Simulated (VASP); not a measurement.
# NbTe (P-6m2) in VASP: notebook

The runs below take NbTe through single point, with PBE.

All numbers are computed with VASP 6.6.1; they aren't measurements. Logs are shortened: lines on timing, memory, paths and dates and some standing lists are left out, and cuts for length are marked.

### 1 The cell of the first run

It takes space group P-6m2 (No. 187, hexagonal). Conventional cell: a = 3.703 Å, b = 3.703 Å, c = 3.694 Å, α = 90.00°, β = 90.00°, γ = 120.00°. Te (site symmetry -6m2) has 6 Nb at 2.83 Å and 8 Te at 3.69 to 3.70 Å within 3.8 Å. Nb (site symmetry -6m2) has 6 Te at 2.83 Å and 8 Nb at 3.69 to 3.70 Å within 3.8 Å.

### 2 Single point, PBE

The input, INCAR:

```
  PREC = Accurate
  ENCUT = 520
  EDIFF = 1E-6
  ISMEAR = 0
  SIGMA = 0.026000000000000002
  LREAL = False
  LASPH = True
  NELM = 80
  ALGO = Normal
  ISIF = 2
  LWAVE = False
  LCHARG = False
  GGA = PE
  NBANDS = 16
```

The input, KPOINTS:

```
regular mesh
0
Gamma
  8 8 7
```

The input, POSCAR:

```
NbTe
1.0
    3.7029743866      0.0000000000      0.0000000000
   -1.8514871933      3.2068698884      0.0000000000
    0.0000000000      0.0000000000      3.6942110000
Te Nb
1 1
Direct
    0.6666666667      0.3333333333      0.0000000000
    0.0000000000      0.0000000000      0.5000000000
```

Potentials or basis: VASP PAW PBE potentials, release 64 (Te, Nb_sv).

On the command line:

```sh
> cat potpaw_PBE.64/Te/POTCAR potpaw_PBE.64/Nb_sv/POTCAR > POTCAR
> mpirun -np 1 vasp_std > vasp.out
```

OUTCAR:

```text
PREC = Accurate
   ENCUT = 520
   EDIFF = 1E-6
   ISMEAR = 0
   LREAL = False
   LASPH = True
   NELM = 80
   ISIF = 2
   GGA = PE

 ion  position               nearest neighbor table
   1  0.667  0.333  0.000-   2 2.83   2 2.83   2 2.83   2 2.83   2 2.83   2 2.83
   2  0.000  0.000  0.500-   1 2.83   1 2.83   1 2.83   1 2.83   1 2.83   1 2.83

  LATTYP: Found a hexagonal cell.
 ALAT       =     3.7029743866
 C/A-ratio  =     0.9976334196

  Lattice vectors:

 A1 = (   3.7029743866,   0.0000000000,   0.0000000000)
 A2 = (  -1.8514871933,   3.2068698884,   0.0000000000)
 A3 = (   0.0000000000,   0.0000000000,   3.6942110000)

Analysis of symmetry for initial positions (statically):
=====================================================================
 Subroutine PRICEL returns:
 Original cell was already a primitive cell.

 Routine SETGRP: Setting up the symmetry group for a
 hexagonal supercell.

 Subroutine GETGRP returns: Found 12 space group operations
 (whereof 12 operations were pure point group operations)
 out of a pool of 24 trial point group operations.

The static configuration has the point symmetry D_3h.

Analysis of symmetry for dynamics (positions and initial velocities):
=====================================================================
 Subroutine PRICEL returns:
 Original cell was already a primitive cell.

 Routine SETGRP: Setting up the symmetry group for a
 hexagonal supercell.

 Subroutine GETGRP returns: Found 12 space group operations
 (whereof 12 operations were pure point group operations)
 out of a pool of 24 trial point group operations.

The dynamic configuration has the point symmetry D_3h.

 Subroutine INISYM returns: Found 12 space group operations
 (whereof 12 operations are pure point group operations),
 and found     1 'primitive' translations

----------------------------------------------------------------------------------------

                                     Primitive cell

  volume of cell :      43.8686

  direct lattice vectors                    reciprocal lattice vectors
     3.702974387  0.000000000  0.000000000     0.270053178  0.155915275  0.000000000
    -1.851487193  3.206869888  0.000000000     0.000000000  0.311830550  0.000000000
     0.000000000  0.000000000  3.694211000     0.000000000  0.000000000  0.270693796

  length of vectors
     3.702974387  3.702974387  3.694211000     0.311830550  0.311830550  0.270693796

  position of ions in fractional coordinates (direct lattice)
     0.666666667  0.333333333  0.000000000
     0.000000000  0.000000000  0.500000000

  ion indices of the primitive-cell ions
   primitive index   ion index
                 1           1
                 2           2

----------------------------------------------------------------------------------------

 KPOINTS: regular mesh

Automatic generation of k-mesh.
 Grid dimensions read from file:
 generate k-points for:    8    8    7

 Generating k-lattice:

  Cartesian coordinates                     Fractional coordinates (reciprocal lattice)
     0.033756647  0.019489409  0.000000000     0.125000000  0.000000000  0.000000000
     0.000000000  0.038978819  0.000000000     0.000000000  0.125000000  0.000000000
     0.000000000  0.000000000  0.038670542     0.000000000  0.000000000  0.142857143

  Length of vectors
     0.038978819  0.038978819  0.038670542

  Shift w.r.t. Gamma in fractional coordinates (k-lattice)
     0.000000000  0.000000000  0.000000000

 Subroutine IBZKPT returns following result:
 ===========================================

 Found     40 irreducible k-points:

 Following reciprocal coordinates:
            Coordinates               Weight
  0.000000  0.000000  0.000000      1.000000
  0.125000 -0.000000  0.000000      6.000000
  0.250000 -0.000000  0.000000      6.000000
  0.375000  0.000000  0.000000      6.000000
  0.500000 -0.000000  0.000000      3.000000
  0.125000  0.125000  0.000000      6.000000
[... 16 lines left out ...]
  0.250000 -0.000000  0.285714     12.000000
  0.375000  0.000000  0.285714     12.000000
 [... further k-points ...]
   k-points           NKPTS =     40   k-points in BZ     NKDIM =     40   number of bands    NBANDS=     16
   number of dos      NEDOS =    301   number of ions     NIONS =      2
   total plane-waves  NPLWV =  21952
   dimension x,y,z NGX =    28 NGY =   28 NGZ =   28
   dimension x,y,z NGXF=    56 NGYF=   56 NGZF=   56
   ions per type =               1   1
   NGX,Y,Z   is equivalent  to a cutoff of  12.57, 12.57, 12.60 a.u.
   NGXF,Y,Z  is equivalent  to a cutoff of  25.14, 25.14, 25.20 a.u.
 SYSTEM =  unknown system
   PREC   = accura    normal or accurate (medium, high low for compatibility)
   ISTART =      0    job   : 0-new  1-cont  2-samecut
   ICHARG =      2    charge: 1-file 2-atom 10-const
   ISPIN  =      1    spin polarized calculation?
   LNONCOLLINEAR =      F non collinear calculations
   LSORBIT =      F    spin-orbit coupling
   LASPH  =      T    aspherical Exc in radial PAW
   ENCUT  =  520.0 eV  38.22 Ry    6.18 a.u.   6.89  6.89  6.87*2*pi/ulx,y,z
   NELM   =     80;   NELMIN=  2; NELMDL= -5     # of ELM steps
   EDIFF  = 0.1E-05   stopping-criterion for ELM
   LREAL  =      F    real-space projection
   EDIFFG = 0.1E-04   stopping-criterion for IOM
   NSW    =      0    number of steps for IOM
   IBRION =     -1    ionic relax: 0-MD 1-quasi-New 2-CG
   NFREE  =      0    steps in history (QN), initial steepest desc. (CG)
   ISIF   =      2    stress and relaxation
   ISYM   =      2    0-nonsym 1-usesym 2-fastsym
   POTIM  = 0.5000    time-step for ionic-motion
   TEBEG  =    0.0;   TEEND  =   0.0 temperature during run
   PSTRESS=    0.0 pullay stress
   NELECT =      19.0000    total number of electrons
   NUPDOWN=      -1.0000    fix difference up-down
   EMIN   =  10.00;   EMAX   =-10.00  energy-range for DOS
   EFERMI =   0.00;   METHOD = LEGACY
   ISMEAR =     0;   SIGMA  =   0.03  broadening in eV -4-tet -1-fermi 0-gaus
   EFERMI_NEDOS =   21; number of points for ismear=-14 and -15
   IALGO  =     38    algorithm
   IMIX   =      4    mixing-type and parameters
     AMIX     =   0.40;   BMIX     =  1.00
     AMIX_MAG =   1.60;   BMIX_MAG =  1.00
  volume/ion in A,a.u.               =      21.93       148.02
  Fermi-wavevector in a.u.,A,eV,Ry     =   1.238630  2.340671 20.874103  1.534203
  Thomas-Fermi vector in A             =   2.373147
   LORBIT       =      0    0 simple, 1 ext, 2 COOP (PROOUT), +10 PAW based schemes
   GGA     = PE    functional components
   LHFCALC =     F    Hartree Fock is set to
   AEXX    =    0.0000 exact exchange contribution
   IVDW    =     0    specifies the selected vdW correction
   LEPSILON=     F    determine dielectric tensor
   LRPA    =     F    only Hartree local field effects (RPA)
 non-spin polarized calculation
 Gauss-broadening in eV      SIGMA  =   0.03
  energy-cutoff  :      520.00
  volume of cell :       43.87
 maximum number of plane-waves:      1190
 NGX is ok and might be reduce to    28
   NGX = 13   NGY = 13   NGZ = 13

 number of electron      18.9999998 magnetization

 Free energy of the ion-electron system (eV)
  ---------------------------------------------------
  ext. energy  EPLUGINS =         0.00000000
  ---------------------------------------------------
  free energy    TOTEN  =       -13.63429245 eV

  energy without entropy =      -13.63344911  energy(sigma->0) =      -13.63387078

 E-fermi :  11.0640     XC(G=0): -11.2769

 val. band max:       11.0528523027   @ k =   0.1250  -0.0000   0.2857
 cond. band min:      11.0811517583   @ k =   0.2500   0.1250   0.2857
 fundamental gap:      0.0282994556
 Fermi energy:        11.0640475884

 k-point     1 :       0.0000    0.0000    0.0000
  band No.  band energies     occupation
      1     -44.5602      2.00000
      2     -20.7466      2.00000
      3     -20.5655      2.00000
      4     -20.5655      2.00000
      5      -3.2127      2.00000
      6       7.8796      2.00000
[... 8 lines left out ...]
     15      16.9478      0.00000
     16      18.0375      0.00000

 k-point     2 :       0.1250   -0.0000    0.0000
  band No.  band energies     occupation
      1     -44.5589      2.00000
      2     -20.7433      2.00000
      3     -20.5852      2.00000
      4     -20.5701      2.00000
      5      -3.0248      2.00000
      6       7.0879      2.00000
[... 8 lines left out ...]
     15      16.8237      0.00000
     16      18.8043      0.00000

 k-point     3 :       0.2500   -0.0000    0.0000
  band No.  band energies     occupation
      1     -44.5558      2.00000
      2     -20.7355      2.00000
      3     -20.6324      2.00000
      4     -20.5813      2.00000
      5      -2.5141      2.00000
      6       5.6987      2.00000
[... 8 lines left out ...]
     15      17.8762      0.00000
     16      19.3672      0.00000

 k-point     4 :       0.3750    0.0000    0.0000
  band No.  band energies     occupation
      1     -44.5527      2.00000
      2     -20.7276      2.00000
      3     -20.6790      2.00000
      4     -20.5925      2.00000
      5      -1.8776      2.00000
      6       4.4069      2.00000
[... 8 lines left out ...]
     15      17.4633      0.00000
     16      19.6630      0.00000
[... 324 lines left out ...]
 k-point    22 :       0.1250   -0.0000    0.2857
  band No.  band energies     occupation
      1     -44.5558      2.00000
      2     -20.8112      2.00000
      3     -20.5781      2.00000
      4     -20.5637      2.00000
      5      -2.3533      2.00000
      6       5.0437      2.00000
[... 8 lines left out ...]
     15      17.6576      0.00000
     16      19.1041      0.00000

 k-point    23 :       0.2500   -0.0000    0.2857
  band No.  band energies     occupation
      1     -44.5527      2.00000
      2     -20.8002      2.00000
      3     -20.6228      2.00000
      4     -20.5739      2.00000
      5      -1.9847      2.00000
      6       5.2830      2.00000
[... 8 lines left out ...]
     15      17.8150      0.00000
     16      19.4990      0.00000

 k-point    24 :       0.3750    0.0000    0.2857
  band No.  band energies     occupation
      1     -44.5497      2.00000
      2     -20.7890      2.00000
      3     -20.6670      2.00000
      4     -20.5841      2.00000
      5      -1.5440      2.00000
      6       4.8040      2.00000
[... 8 lines left out ...]
     15      17.3064      0.00000
     16      19.6415      0.00000

 [... further k-points ...]

------------------------ aborting loop because EDIFF is reached ----------------------------------------

  FORCE on cell =-STRESS in cart. coord.  units (eV):
  Direction    XX          YY          ZZ          XY          YZ          ZX
  --------------------------------------------------------------------------------------
  -------------------------------------------------------------------------------------
  Total       -0.3307448     -0.3307448     -0.0345313      0.0000000     -0.0000000      0.0000000
  in kB      -12.0795262    -12.0795262     -1.2611593      0.0000000     -0.0000000      0.0000000
  external PRESSURE =      -8.4734039 kB  Pullay stress =       0.0000000 kB

 VOLUME and BASIS-vectors are now :
 -----------------------------------------------------------------------------
  energy-cutoff  :      520.00
  volume of cell :       43.87
      direct lattice vectors                 reciprocal lattice vectors
     3.702974387  0.000000000  0.000000000     0.270053178  0.155915275  0.000000000
    -1.851487193  3.206869888  0.000000000     0.000000000  0.311830550  0.000000000
     0.000000000  0.000000000  3.694211000     0.000000000  0.000000000  0.270693796

 POSITION                                       TOTAL-FORCE (eV/Angst)
 -----------------------------------------------------------------------------------
      1.85149      1.06896      0.00000         0.000000      0.000000      0.000000
      0.00000      0.00000      1.84711        -0.000000      0.000000      0.000000
 -----------------------------------------------------------------------------------
    total drift:                               -0.000000      0.000000      0.000000

  FREE ENERGIE OF THE ION-ELECTRON SYSTEM (eV)
  ---------------------------------------------------
  free  energy   TOTEN  =       -13.6342924457 eV

  energy  without entropy=      -13.6334491136  energy(sigma->0) =      -13.63387078
```

Run time: 18 s. Hardware: 1 thread of Intel Xeon Platinum 8259CL at 2.50GHz (Skylake/Cascade Lake), shared host; peak memory 0.17 GiB.

What came out:

```
Free energy            : -13.6343 eV
Pressure               : -0.8 GPa
Band gap on the k mesh : zero (an odd number of electrons rules out a gap without spin polarisation)
```

Stress tensor (GPa, compression positive):
```
-1.21  0.00  0.00
 0.00 -1.21  0.00
 0.00  0.00 -0.13
```

Caveat: spin-orbit coupling is left out, which moves the levels of the heavy elements.

[end of part 1 of 2]
